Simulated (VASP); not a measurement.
# CoSi (NiAs type) (P6_3/mmc) in VASP: further runs, part 2 of 2

VASP 6.6.1. The steps go on from the part before.

## (4) Relaxation of cell and atoms, PBE, target pressure 34 GPa, at which the enthalpy is minimised

This run uses another cell than the first one, of 10.91 Å³/atom, 1.010 times its volume.

The input, INCAR:

```
ALGO     = Normal         # electronic algorithm
EDIFF    = 1E-6           # SCF threshold, eV
EDIFFG   = -0.005         # ionic threshold
ENCUT    = 600            # plane-wave cutoff, eV
GGA      = PE             # functional
IBRION   = 2              # ionic algorithm
ISIF     = 3              # what is computed and relaxed
ISMEAR   = -1             # smearing method
LASPH    = True           # aspherical terms in the spheres
LCHARG   = False          # write CHGCAR
LREAL    = False          # projectors in reciprocal space
LWAVE    = False          # write WAVECAR
NELM     = 60             # most SCF steps
NSW      = 60             # ionic steps
PREC     = Accurate       # precision mode
PSTRESS  = 340.0        
SIGMA    = 0.1            # smearing width, eV
```

The input, KPOINTS:

```
k-points
0
Gamma
  12 12 7
```

The input, POSCAR:

```
CoSi
1.0
    3.1916597563      0.0000000000      0.0000000000
   -1.5958298781      2.7640584292      0.0000000000
    0.0000000000      0.0000000000      4.9470726222
Co Si
2 2
Direct
    0.0000000000      0.0000000000      0.0000000000
    0.0000000000      0.0000000000      0.5000000000
    0.3333333333      0.6666666667      0.2500000000
    0.6666666667      0.3333333333      0.7500000000
```

Potentials or basis: VASP PAW PBE potentials, release 64 (Co, Si).

The run is started by

```
$ cat potpaw_PBE.64/Co/POTCAR potpaw_PBE.64/Si/POTCAR > POTCAR
$ mpirun -np 1 vasp_std > vasp.out
```

OUTCAR:

```text
EDIFF = 1E-6
   EDIFFG = -0.005
   ENCUT = 600
   GGA = PE
   IBRION = 2
   ISIF = 3
   ISMEAR = -1
   LASPH = True
   LREAL = False
   NELM = 60
   NSW = 60
   PREC = Accurate
   PSTRESS = 340.0

 ion  position               nearest neighbor table
   1  0.000  0.000  0.000-   3 2.22   4 2.22   3 2.22   4 2.22   4 2.22   3 2.22   2 2.47   2 2.47

   2  0.000  0.000  0.500-   3 2.22   4 2.22   3 2.22   4 2.22   4 2.22   3 2.22   1 2.47   1 2.47

   3  0.333  0.667  0.250-   1 2.22   2 2.22   1 2.22   2 2.22   1 2.22   2 2.22   4 3.08   4 3.08
                             4 3.08   4 3.08   4 3.08   4 3.08
   4  0.667  0.333  0.750-   1 2.22   2 2.22   1 2.22   2 2.22   1 2.22   2 2.22   3 3.08   3 3.08
                             3 3.08   3 3.08   3 3.08   3 3.08

  LATTYP: Found a hexagonal cell.
 ALAT       =     3.1916597563
 C/A-ratio  =     1.5500000000

  Lattice vectors:

 A1 = (   3.1916597563,   0.0000000000,   0.0000000000)
 A2 = (  -1.5958298781,   2.7640584292,   0.0000000000)
 A3 = (   0.0000000000,   0.0000000000,   4.9470726222)

Analysis of symmetry for initial positions (statically):
=====================================================================
 Subroutine PRICEL returns:
 Original cell was already a primitive cell.

 Routine SETGRP: Setting up the symmetry group for a
 hexagonal supercell.

 Subroutine GETGRP returns: Found 24 space group operations
 (whereof 12 operations were pure point group operations)
 out of a pool of 24 trial point group operations.

The static configuration has the point symmetry D_3d.
 The point group associated with its full space group is D_6h.

Analysis of symmetry for dynamics (positions and initial velocities):
=====================================================================
 Subroutine PRICEL returns:
 Original cell was already a primitive cell.

[... 142 lines left out ...]
   LRPA    =     F    only Hartree local field effects (RPA)
 conjugate gradient relaxation of ions
 non-spin polarized calculation
  energy-cutoff  :      600.00
  volume of cell :       43.64
 maximum number of plane-waves:      1473
 NGX is ok and might be reduce to    28
   NGX = 13   NGY = 13   NGZ = 19

--------------------------------------- Ionic step        1  -------------------------------------------

 number of electron      26.0000004 magnetization

 Free energy of the ion-electron system (eV)
  ---------------------------------------------------
  ext. energy  EPLUGINS =         0.00000000
  ---------------------------------------------------
  free energy    TOTEN  =       -25.91822552 eV

  energy without entropy =      -25.85783213  energy(sigma->0) =      -25.88802882

------------------------ aborting loop because EDIFF is reached ----------------------------------------

  FORCE on cell =-STRESS in cart. coord.  units (eV):
  Direction    XX          YY          ZZ          XY          YZ          ZX
  --------------------------------------------------------------------------------------
  -------------------------------------------------------------------------------------
  Total        8.4166116      8.4166116      7.6889182      0.0000000     -0.0000000      0.0000000
  in kB      308.9838482    308.9838482    282.2693564      0.0000000     -0.0000000      0.0000000
  external PRESSURE =     -39.9209824 kB  Pullay stress =     340.0000000 kB
[... 103 lines left out ...]
  energy  without entropy=      -25.7509289604  energy(sigma->0) =      -25.78056316

  enthalpy is  TOTEN    =       -16.6640857149 eV   P V=        9.1461116402

[... ionic steps 4 to 10 ...]

--------------------------------------- Ionic step       11  -------------------------------------------

 number of electron      26.0000012 magnetization

------------------------ aborting loop because EDIFF is reached ----------------------------------------
[... 75 lines left out ...]
--------------------------------------- Ionic step       13  -------------------------------------------

 number of electron      26.0000012 magnetization

 Free energy of the ion-electron system (eV)
  ---------------------------------------------------
  ext. energy  EPLUGINS =         0.00000000
  ---------------------------------------------------
  free energy    TOTEN  =       -25.82394283 eV

  energy without entropy =      -25.76491615  energy(sigma->0) =      -25.79442949

 E-fermi :  11.9035     XC(G=0): -12.8028

 val. band max:       11.9025279596   @ k =   0.3333   0.1667   0.0000
 cond. band min:      11.9538385978   @ k =   0.2500   0.2500   0.1429
 fundamental gap:      0.0513106382
 Fermi energy:        11.9034844493

 k-point     1 :       0.0000    0.0000    0.0000
  band No.  band energies     occupation
      1      -1.2509      2.00000
      2       4.2250      2.00000
      3       4.7874      2.00000
      4       8.0665      2.00000
      5       8.0665      2.00000
      6       8.2009      2.00000
[... 457 lines left out ...]
      4       7.0896      2.00000
      5       8.1472      2.00000
      6       8.1870      2.00000
[... 9 lines left out ...]
     16      15.5042      0.00000
     17      17.2411      0.00000

 [... further k-points ...]
[... 5 lines left out ...]
  --------------------------------------------------------------------------------------
  -------------------------------------------------------------------------------------
  Total        9.1664173      9.1664173      9.1517149      0.0000000      0.0000000     -0.0000000
  in kB      340.2996607    340.2996607    339.7538424      0.0000000      0.0000000     -0.0000000
  external PRESSURE =       0.1177212 kB  Pullay stress =     340.0000000 kB
[... 23 lines left out ...]
  energy  without entropy=      -25.7649161512  energy(sigma->0) =      -25.79442949

  enthalpy is  TOTEN    =       -16.6655973174 eV   P V=        9.1583455160

 reached required accuracy - stopping structural energy minimisation
```

OSZICAR:

```text
N       E                     dE             d eps       ncg     rms          rms(c)
DAV:   1     0.155252511841E+03    0.15525E+03   -0.12767E+04  2584   0.193E+03
DAV:   2    -0.197856945749E+02   -0.17504E+03   -0.17089E+03  2584   0.341E+02
DAV:   3    -0.283771199412E+02   -0.85914E+01   -0.84316E+01  3003   0.951E+01
DAV:   4    -0.286657993425E+02   -0.28868E+00   -0.28711E+00  3364   0.153E+01
[... 102 lines left out ...]
DAV:   2    -0.258252728721E+02   -0.67475E-03   -0.16089E-02  3239   0.215E+00    0.281E-01
DAV:   3    -0.258239618952E+02    0.13110E-02   -0.68427E-03  3197   0.143E+00    0.466E-02
DAV:   4    -0.258239466268E+02    0.15268E-04   -0.14737E-04  2632   0.100E-01    0.164E-02
DAV:   5    -0.258239433198E+02    0.33070E-05   -0.92504E-06  3572   0.463E-02    0.834E-03
DAV:   6    -0.258239428333E+02    0.48645E-06   -0.10561E-06  1335   0.138E-02
  13 F= -.16665597E+02 E0= -.16636084E+02  d E =-.128948E-04
```

Wall time 5.1 min (1 thread of AMD EPYC 9R45 (Zen 5), shared host); peak memory 0.2 GiB.

Results:

* Free energy: -25.8239 eV
* Relaxed volume: 10.79 Å³/atom
* Relaxed cell: a = 3.192 Å, b = 3.192 Å, c = 4.889 Å, α = 90.00°, β = 90.00°, γ = 120.00°
* Space group after relaxing (to 0.05 Å): P6_3/mmc (No. 194)
* Energy change on relaxing (the enthalpy is what falls): +23.6 meV/atom
* Ionic steps: 13
* Pressure after relaxing: 34.0 GPa
* Band gap on the k mesh: zero (band 13 reaches 14.13 eV, above the bottom of band 14 at 11.03 eV)

The path:
```tsv
step	energy change (eV)	largest force (eV/Å)	pressure (GPa)	volume (Å³)
1	0.0000	0.0000	30.01	43.64
2	0.3862	0.0000	43.47	41.95
3	0.1080	0.0000	34.21	43.10
4	0.1103	0.0000	34.17	43.09
5	0.2403	0.0000	38.89	42.52
6	0.1127	0.0000	34.34	43.08
7	0.1045	0.0000	34.40	43.11
8	0.0965	0.0000	34.32	43.15
9	0.0983	0.0000	34.21	43.14
10	0.0986	0.0000	34.16	43.14
11	0.0991	0.0000	34.21	43.13
12	0.0811	0.0000	33.57	43.22
13	0.0943	0.0000	34.01	43.16
```

Final structure:
```cif
data_structure
_symmetry_space_group_name_H-M 'P 1'
_symmetry_Int_Tables_number 1
_cell_length_a 3.1925
_cell_length_b 3.1925
_cell_length_c 4.8894
_cell_angle_alpha 90.000
_cell_angle_beta 90.000
_cell_angle_gamma 120.000
_cell_volume 43.16
loop_
_atom_site_label
_atom_site_type_symbol
_atom_site_fract_x
_atom_site_fract_y
_atom_site_fract_z
_atom_site_occupancy
Co1 Co 0.00000 0.00000 0.00000 1
Co2 Co 0.00000 0.00000 0.50000 1
Si1 Si 0.33333 0.66667 0.25000 1
Si2 Si 0.66667 0.33333 0.75000 1
```

Levels at points of the mesh, in eV from the Fermi level:
```tsv
k point	band 9	band 10	band 11	band 12	band 13	band 14	band 15	band 16	band 17
(0.00, 0.00, 0.00)	-2.28	-2.28	-0.81	-0.81	1.25	4.25	4.25	6.53	7.05
(0.50, 0.00, 0.00)	-1.34	-1.31	-1.30	-1.03	-0.77	-0.55	-0.17	3.32	3.46
```

Caveat: the cell is relaxed towards a set pressure, so the enthalpy falls and the energy may rise. Spin polarisation is off, so any magnetic state and its effect on volume and gap are missing.
